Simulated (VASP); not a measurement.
# Mn (Cmce) in VASP: notebook

The runs below take Mn through single point, relaxation of cell and atoms, with PBEsol.

Everything below comes from runs of VASP 6.6.1. Logs are shortened: lines on timing, memory, paths and dates and some standing lists are left out, and cuts for length are marked.

## 1. The cell of the first run

The typed cell holds 4 atoms: a = 4.578 Å, b = 4.578 Å, c = 2.556 Å, α = 90.00°, β = 90.00°, γ = 125.44°.

## 2. Single point, PBEsol

File INCAR:

```
SYSTEM = Mn
PREC = Accurate
ENCUT = 520
EDIFF = 1E-6
ISMEAR = 0
SIGMA = 0.1
LREAL = .FALSE.
LASPH = .TRUE.
NELM = 100
ALGO = Normal
ISIF = 2
LWAVE = .FALSE.
LCHARG = .FALSE.
GGA = PS
NBANDS = 34
```

File KPOINTS:

```
Automatic mesh
0
G
  6 6 6
  0 0 0
```

File POSCAR:

```
Mn
1.0
    2.0978833860     -4.0684783189      0.0000000000
    2.0978833860      4.0684783189      0.0000000000
    0.0000000000      0.0000000000      2.5557016306
Mn
4
Direct
    0.6170612858      0.3829387142      0.5004719817
    0.1170612858      0.8829387142      0.9995280183
    0.3829387142      0.6170612858      0.4995280183
    0.8829387142      0.1170612858      0.0004719817
```

Potentials or basis: VASP PAW PBE potentials, release 64 (Mn_pv).

Launch:

```bash
$ cat potpaw_PBE.64/Mn_pv/POTCAR > POTCAR
$ mpirun -np 1 vasp_std > vasp.out
```

OUTCAR:

```text
SYSTEM = Mn
   PREC = Accurate
   ENCUT = 520
   EDIFF = 1E-6
   ISMEAR = 0
   LREAL = .FALSE.
   LASPH = .TRUE.
   NELM = 100
   ISIF = 2
   GGA = PS

 ion  position               nearest neighbor table
   1  0.617  0.383  0.500-   3 1.91   2 2.46   2 2.46   2 2.46   2 2.46   4 2.51   4 2.51   3 3.01
                             3 3.01   4 3.11   4 3.11   4 3.11   4 3.11
   2  0.117  0.883  1.000-   4 1.91   1 2.46   1 2.46   1 2.46   1 2.46   3 2.51   3 2.51   4 3.01
                             4 3.01   3 3.11   3 3.11   3 3.11   3 3.11
   3  0.383  0.617  0.500-   1 1.91   4 2.46   4 2.46   4 2.46   4 2.46   2 2.51   2 2.51   1 3.01
                             1 3.01   2 3.11   2 3.11   2 3.11   2 3.11
   4  0.883  0.117  0.000-   2 1.91   3 2.46   3 2.46   3 2.46   3 2.46   1 2.51   1 2.51   2 3.01
                             2 3.01   1 3.11   1 3.11   1 3.11   1 3.11

  LATTYP: Found a base centered orthorhombic cell.
 ALAT       =     4.1957667720
 B/A-ratio  =     1.9393252962
 C/A-ratio  =     0.6091143215

  Lattice vectors:

 A1 = (   2.0978833860,  -4.0684783189,   0.0000000000)
 A2 = (   2.0978833860,   4.0684783189,   0.0000000000)
 A3 = (   0.0000000000,   0.0000000000,   2.5557016306)

Analysis of symmetry for initial positions (statically):
=====================================================================
 Subroutine PRICEL returns:
 Original cell was already a primitive cell.

 Routine SETGRP: Setting up the symmetry group for a
 base centered orthorhombic supercell.

 Subroutine GETGRP returns: Found  8 space group operations
 (whereof  4 operations were pure point group operations)
 out of a pool of  8 trial point group operations.

The static configuration has the point symmetry C_2h.
 The point group associated with its full space group is D_2h.

Analysis of symmetry for dynamics (positions and initial velocities):
=====================================================================
 Subroutine PRICEL returns:
 Original cell was already a primitive cell.

 Routine SETGRP: Setting up the symmetry group for a
 base centered orthorhombic supercell.

 Subroutine GETGRP returns: Found  8 space group operations
 (whereof  4 operations were pure point group operations)
 out of a pool of  8 trial point group operations.

The dynamic configuration has the point symmetry C_2h.
 The point group associated with its full space group is D_2h.

 Subroutine INISYM returns: Found  8 space group operations
 (whereof  4 operations are pure point group operations),
 and found     1 'primitive' translations

----------------------------------------------------------------------------------------

                                     Primitive cell

  volume of cell :      43.6268

  direct lattice vectors                    reciprocal lattice vectors
     2.097883386 -4.068478319  0.000000000     0.238335459 -0.122896071  0.000000000
     2.097883386  4.068478319  0.000000000     0.238335459  0.122896071  0.000000000
     0.000000000  0.000000000  2.555701631     0.000000000  0.000000000  0.391281982

  length of vectors
     4.577513575  4.577513575  2.555701631     0.268155245  0.268155245  0.391281982

  position of ions in fractional coordinates (direct lattice)
     0.617061286  0.382938714  0.500471982
     0.117061286  0.882938714  0.999528018
     0.382938714  0.617061286  0.499528018
     0.882938714  0.117061286  0.000471982

  ion indices of the primitive-cell ions
   primitive index   ion index
                 1           1
                 2           2
                 3           3
                 4           4

----------------------------------------------------------------------------------------

 KPOINTS: Automatic mesh

Automatic generation of k-mesh.
 Grid dimensions read from file:
 generate k-points for:    6    6    6

 Generating k-lattice:

  Cartesian coordinates                     Fractional coordinates (reciprocal lattice)
     0.039722577 -0.020482678  0.000000000     0.166666667  0.000000000  0.000000000
[... 45 lines left out ...]
  energy-cutoff  :      520.00
  volume of cell :       43.63
 maximum number of plane-waves:      1194
 NGX is ok and might be reduce to    36
   NGX = 17   NGY = 17   NGZ =  9

 number of electron      52.0000000 magnetization

 Free energy of the ion-electron system (eV)
  ---------------------------------------------------
  ext. energy  EPLUGINS =         0.00000000
  ---------------------------------------------------
  free energy    TOTEN  =       -37.34104850 eV

  energy without entropy =      -37.31695877  energy(sigma->0) =      -37.32900363

 E-fermi :  10.3153     XC(G=0): -14.0105

 val. band max:       10.3057714448   @ k =   0.5000   0.5000   0.0000
 cond. band min:      10.3191277340   @ k =   0.3333   0.1667   0.0000
 fundamental gap:      0.0133562892
 Fermi energy:        10.3153487780

 k-point     1 :       0.0000    0.0000    0.0000
  band No.  band energies     occupation
      1     -38.8186      2.00000
      2     -38.4675      2.00000
      3     -37.9021      2.00000
      4     -37.6805      2.00000
      5     -37.5627      2.00000
      6     -37.3265      2.00000
[... 26 lines left out ...]
     33      12.3726      0.00000
     34      12.4344      0.00000

 k-point     2 :       0.1667    0.0000    0.0000
  band No.  band energies     occupation
      1     -38.7943      2.00000
      2     -38.4903      2.00000
      3     -37.8662      2.00000
      4     -37.6362      2.00000
      5     -37.5475      2.00000
      6     -37.3433      2.00000
[... 26 lines left out ...]
     33      12.2288      0.00000
     34      12.3176      0.00000

 k-point     3 :       0.3333   -0.0000    0.0000
  band No.  band energies     occupation
      1     -38.7285      2.00000
      2     -38.5529      2.00000
      3     -37.7644      2.00000
      4     -37.5175      2.00000
      5     -37.5056      2.00000
      6     -37.4600      2.00000
[... 26 lines left out ...]
     33      11.8685      0.00000
     34      12.1504      0.00000
[... 704 lines left out ...]
 k-point    23 :       0.3333    0.3333    0.1667
  band No.  band energies     occupation
      1     -38.6923      2.00000
      2     -38.5418      2.00000
      3     -37.8026      2.00000
      4     -37.5845      2.00000
      5     -37.5060      2.00000
      6     -37.4972      2.00000
[... 26 lines left out ...]
     33      12.0862      0.00000
     34      12.6675      0.00000

 k-point    24 :       0.5000    0.3333    0.1667
  band No.  band energies     occupation
      1     -38.6583      2.00000
      2     -38.5725      2.00000
      3     -37.8786      2.00000
      4     -37.5644      2.00000
      5     -37.5511      2.00000
      6     -37.5031      2.00000
[... 26 lines left out ...]
     33      12.8359      0.00000
     34      13.0009      0.00000

 [... further k-points ...]

------------------------ aborting loop because EDIFF is reached ----------------------------------------

  FORCE on cell =-STRESS in cart. coord.  units (eV):
  Direction    XX          YY          ZZ          XY          YZ          ZX
  --------------------------------------------------------------------------------------
  -------------------------------------------------------------------------------------
  Total        0.0286492      2.7963274     -0.0454102      0.0000000      0.0000000      0.0000000
  in kB        1.0521302    102.6940067     -1.6676707      0.0000000      0.0000000      0.0000000
  external PRESSURE =      34.0261554 kB  Pullay stress =       0.0000000 kB

 VOLUME and BASIS-vectors are now :
 -----------------------------------------------------------------------------
  energy-cutoff  :      520.00
  volume of cell :       43.63
      direct lattice vectors                 reciprocal lattice vectors
     2.097883386 -4.068478319  0.000000000     0.238335459 -0.122896071  0.000000000
     2.097883386  4.068478319  0.000000000     0.238335459  0.122896071  0.000000000
     0.000000000  0.000000000  2.555701631     0.000000000  0.000000000  0.391281982

 POSITION                                       TOTAL-FORCE (eV/Angst)
 -----------------------------------------------------------------------------------
      2.09788     -0.95252      1.27906         0.000000     -0.799018     -0.000354
      2.09788      3.11596      2.55450         0.000000     -0.799018      0.000354
      2.09788      0.95252      1.27664         0.000000      0.799018      0.000354
      2.09788     -3.11596      0.00121         0.000000      0.799018     -0.000354
 -----------------------------------------------------------------------------------
    total drift:                                0.000000     -0.000000      0.000000

  FREE ENERGIE OF THE ION-ELECTRON SYSTEM (eV)
  ---------------------------------------------------
  free  energy   TOTEN  =       -37.3410484972 eV

  energy  without entropy=      -37.3169587724  energy(sigma->0) =      -37.32900363
```

Wall time 70 s (1 thread of Intel Xeon 8259CL, shared host); peak memory 0.2 GiB.

What came out:

| Property | Result |
| --- | --- |
| Free energy | -37.3410 eV |
| Pressure | 3.4 GPa |
| Largest force | 0.799 eV/Å |
| Band gap on the k mesh | zero (bands 26 and 27 overlap by 1.35 eV) |

Forces in eV/Å, atoms in the order of the input:
```
Mn   0.000 -0.799  0.000
Mn   0.000 -0.799  0.000
Mn   0.000  0.799  0.000
Mn   0.000  0.799  0.000
```

Levels at points of the mesh, in eV from the Fermi level:
| k point | band 24 | band 25 | band 26 | band 27 | band 28 | band 29 |
| --- | --- | --- | --- | --- | --- | --- |
| (0.00, 0.00, 0.00) | -0.87 | -0.70 | -0.31 | -0.07 | 0.56 | 1.01 |
| (0.50, 0.00, 0.00) | -1.38 | -0.16 | -0.16 | -0.06 | -0.06 | 0.55 |
| (0.50, 0.50, 0.00) | -0.76 | -0.57 | -0.50 | -0.20 | -0.01 | 0.32 |
| (0.00, 0.00, 0.50) | -1.35 | -0.87 | -0.87 | 0.80 | 0.80 | 0.86 |
| (0.50, 0.00, 0.50) | -0.28 | -0.19 | -0.19 | 1.47 | 1.47 | 1.59 |
| (0.50, 0.50, 0.50) | -0.95 | -0.29 | -0.29 | 0.15 | 0.15 | 1.53 |

Caveat: the k points lie up to 0.41 Å⁻¹ apart, too coarse for converged energies and pressures of a metal; atoms lie so close that the PAW spheres overlap strongly, which falsifies energies and pressures; the PAW data sets were made with another functional, which shifts forces and pressure a little; the run has no spin polarisation, though such a crystal can be magnetic.

## 3. Relaxation of cell and atoms, PBEsol

This run uses another cell than the first one, of 10.93 Å³/atom.

File INCAR:

```
SYSTEM = Mn
PREC = Accurate ; ENCUT = 600
EDIFF = 1E-6 ; ISMEAR = 0
SIGMA = 0.1 ; LREAL = .False.
LASPH = .True. ; NELM = 80
ALGO = Normal ; ISIF = 3
LWAVE = .False. ; LCHARG = .False.
GGA = PS ; IBRION = 2
NSW = 90 ; EDIFFG = -0.04
```

File KPOINTS:

```
Automatic mesh
0
Gamma
  6 6 6
  0 0 0
```

File POSCAR:

```
Mn
1.0
    2.0688369206     -4.0643773811      0.0000000000
    2.0688369206      4.0643773811      0.0000000000
    0.0000000000      0.0000000000      2.5998981690
Mn
4
Direct
    0.6184301908      0.3815698092      0.5239280053
    0.1184301908      0.8815698092      0.9760719947
    0.3815698092      0.6184301908      0.4760719947
    0.8815698092      0.1184301908      0.0239280053
```

Potentials or basis: VASP PAW PBE potentials, release 64 (Mn_pv).

Launch:

```bash
$ cat potpaw_PBE.64/Mn_pv/POTCAR > POTCAR
$ mpirun -np 1 vasp_std > vasp.out
```

Wall time 8.8 min (1 thread of Intel Xeon 8259CL, shared host); peak memory 0.22 GiB.

The run converged. Its results:

```
Free energy                           : -37.3742 eV
Relaxed volume                        : 10.90 Å³/atom
Relaxed cell                          : a = 4.581 Å, b = 4.581 Å, c = 2.563 Å, α = 90.00°, β = 90.00°, γ = 125.84°
Space group after relaxing (to 0.1 Å) : Cmce (No. 64)
Energy gained by relaxing             : 6.6 meV/atom
Ionic steps                           : 11
Pressure after relaxing               : 0.0 GPa
Largest force after relaxing          : 0.015 eV/Å
Band gap on the k mesh                : zero (bands 26 and 27 overlap by 1.24 eV)
```

Forces on the atoms (eV/Å):
```
Mn   0.000  0.008 -0.013
Mn   0.000  0.008  0.013
Mn   0.000 -0.008  0.013
Mn   0.000 -0.008 -0.013
```

Stress tensor (GPa, compression positive):
```
 0.31  0.00  0.00
 0.00  0.08  0.00
 0.00  0.00 -0.26
```

The path:
```
step  energy change (eV)  largest force (eV/Å)  pressure (GPa)  volume (Å³)
   1              0.0000                0.4835            1.65        43.72
   2              0.0115                0.3544           -6.47        44.43
   3             -0.0152                0.0907           -2.02        44.01
   4             -0.0215                0.0787            0.94        43.39
   5             -0.0217                0.0774            0.56        43.48
   6             -0.0231                0.0688            0.02        43.58
   7             -0.0232                0.0684           -0.32        43.61
   8             -0.0243                0.0416            0.08        43.55
   9             -0.0247                0.0522            0.66        43.49
  10             -0.0254                0.0390            0.60        43.51
  11             -0.0265                0.0154            0.04        43.59
```

Final structure:
```yaml
crystal:
  lattice:
    - [2.08513, -4.07859, 0.00000]
    - [2.08513, 4.07859, 0.00000]
    - [0.00000, 0.00000, 2.56295]
  atoms:
    - { symbol: Mn, position: [0.61986, 0.38014, 0.51112] }
    - { symbol: Mn, position: [0.11986, 0.88014, 0.98888] }
    - { symbol: Mn, position: [0.38014, 0.61986, 0.48888] }
    - { symbol: Mn, position: [0.88014, 0.11986, 0.01112] }
```

Levels at points of the mesh, in eV from the Fermi level:
```tsv
k point	band 23	band 24	band 25	band 26	band 27	band 28	band 29	band 30
(0.00, 0.00, 0.00)	-1.12	-0.79	-0.51	-0.10	-0.08	0.39	0.81	1.19
(0.50, 0.00, 0.00)	-1.20	-1.20	-0.28	-0.28	-0.01	-0.01	0.49	0.49
(0.50, 0.50, 0.00)	-0.78	-0.68	-0.68	-0.30	-0.13	0.00	0.09	1.03
(0.00, 0.00, 0.50)	-1.47	-1.47	-0.71	-0.71	0.67	0.67	0.71	0.71
(0.50, 0.00, 0.50)	-0.32	-0.32	-0.23	-0.23	1.36	1.36	1.58	1.58
(0.50, 0.50, 0.50)	-1.01	-1.01	-0.21	-0.21	-0.01	-0.01	1.42	1.42
```

Caveat: the k points lie up to 0.41 Å⁻¹ apart in the final cell, too coarse for converged energies and pressures of a metal; atoms lie so close that the PAW spheres overlap strongly, which falsifies energies and pressures; the PAW data sets were made with another functional, which shifts forces and pressure a little; the run has no spin polarisation, though such a crystal can be magnetic. Spin polarisation is off, so any magnetic state and its effect on volume and gap are missing.

## 4. Single point, PBEsol, collinear spin, ferromagnetic start

This run uses another cell than the first one, of 10.93 Å³/atom.

File INCAR:

```
PREC = Accurate
ENCUT = 520
EDIFF = 1E-7
ISMEAR = 0
SIGMA = 0.1
LREAL = F
LASPH = T
NELM = 150
ALGO = Fast
ISIF = 2
LWAVE = F
LCHARG = F
ISPIN = 2
MAGMOM = 0.2 0.2 0.2 0.2
LORBIT = 11
LMAXMIX = 4
GGA = PS
NBANDS = 38
```

File KPOINTS:

```
Automatic mesh
0
Gamma
  6 6 4
```

File POSCAR:

```
Mn
1.0
    2.0688369206     -4.0643773811      0.0000000000
    2.0688369206      4.0643773811      0.0000000000
    0.0000000000      0.0000000000      2.5998981690
Mn
4
Direct
    0.1184301908      0.8815698092      0.0239280053
    0.6184301908      0.3815698092      0.4760719947
    0.8815698092      0.1184301908      0.9760719947
    0.3815698092      0.6184301908      0.5239280053
```

Launch:

```bash
$ cat potpaw_PBE.64/Mn_pv/POTCAR > POTCAR
$ mpirun -np 1 vasp_std > vasp.out
```

Wall time 2.5 min (1 thread of Intel Xeon 8259CL, shared host); peak memory 0.24 GiB.

Results (log left out):

```
Free energy                                           : -37.2796 eV
Pressure                                              : 2.5 GPa
Largest force                                         : 0.598 eV/Å
Band gap on the k mesh                                : zero (filled and empty bands overlap)
Net moment                                            : 0.00 μB per cell
Valence electrons inside the program's atomic spheres : Mn 12.12
```

Forces on the atoms (eV/Å):
```
Mn   0.000 -0.598  0.023
Mn   0.000 -0.598 -0.023
Mn   0.000  0.598 -0.023
Mn   0.000  0.598  0.023
```

Stress tensor (GPa, compression positive):
```
 0.16  0.00  0.00
 0.00  7.52  0.00
 0.00  0.00 -0.06
```

Levels at points of the mesh, in eV from the Fermi level:
Spin up:
| k point | band 24 | band 25 | band 26 | band 27 | band 28 | band 29 |
| --- | --- | --- | --- | --- | --- | --- |
| (0.00, 0.00, 0.00) | -0.71 | -0.54 | -0.24 | -0.03 | 0.54 | 0.84 |
| (0.50, 0.00, 0.00) | -1.11 | -0.42 | -0.42 | 0.18 | 0.18 | 0.47 |
| (0.50, 0.50, 0.00) | -0.72 | -0.65 | -0.38 | 0.03 | 0.14 | 0.17 |
| (0.00, 0.00, 0.50) | -1.42 | -0.75 | -0.75 | 0.78 | 0.78 | 0.78 |
| (0.50, 0.00, 0.50) | -0.34 | -0.23 | -0.23 | 1.40 | 1.40 | 1.56 |
| (0.50, 0.50, 0.50) | -0.92 | -0.29 | -0.29 | 0.09 | 0.09 | 1.50 |
Spin down:
```tsv
k point	band 23	band 24	band 25	band 26	band 27	band 28	band 29	band 30
(0.00, 0.00, 0.00)	-1.18	-0.71	-0.54	-0.24	-0.03	0.54	0.84	1.38
(0.50, 0.00, 0.00)	-1.11	-1.11	-0.42	-0.42	0.18	0.18	0.47	0.47
(0.50, 0.50, 0.00)	-0.74	-0.72	-0.65	-0.38	0.03	0.14	0.17	1.07
(0.00, 0.00, 0.50)	-1.42	-1.42	-0.75	-0.75	0.78	0.78	0.78	0.78
(0.50, 0.00, 0.50)	-0.34	-0.34	-0.23	-0.23	1.40	1.40	1.56	1.56
(0.50, 0.50, 0.50)	-0.92	-0.92	-0.29	-0.29	0.09	0.09	1.50	1.50
```

Caveat: the k points lie up to 0.60 Å⁻¹ apart, too coarse for converged energies and pressures of a metal; atoms lie so close that the PAW spheres overlap strongly, which falsifies energies and pressures; the PAW data sets were made with another functional, which shifts forces and pressure a little.

## 5. Overview

```csv
task,spin,cell,k mesh,cutoff (eV),gap on the mesh (eV),pressure (GPa),largest force (eV/Å)
single point,off,"a = 4.578, b = 4.578, c = 2.556 Å, angles 90.0, 90.0, 125.4°, 4 atoms, atomic positions A",6 × 6 × 6,520,none,3.4,0.80
relaxation of cell and atoms,off,"relaxed from a = 4.561, b = 4.561, c = 2.600 Å, angles 90.0, 90.0, 126.0°, 4 atoms, atomic positions B",6 × 6 × 6,600,none,0.0,0.02
single point,"collinear, ferromagnetic start","a = 4.561, b = 4.561, c = 2.600 Å, angles 90.0, 90.0, 126.0°, 4 atoms, atomic positions B",6 × 6 × 4,520,none,2.5,0.60
```

Alike in all rows: level PBEsol; potentials or basis VASP PAW PBE potentials, release 64 (Mn_pv); smearing gaussian 0.1 eV.

Caveats: all runs use coarse meshes; atoms lie so close that the PAW spheres overlap strongly, which falsifies energies and pressures; the PAW data sets were made with another functional, which shifts forces and pressure a little.

Absolute energies hang on the potentials; compare differences alone.
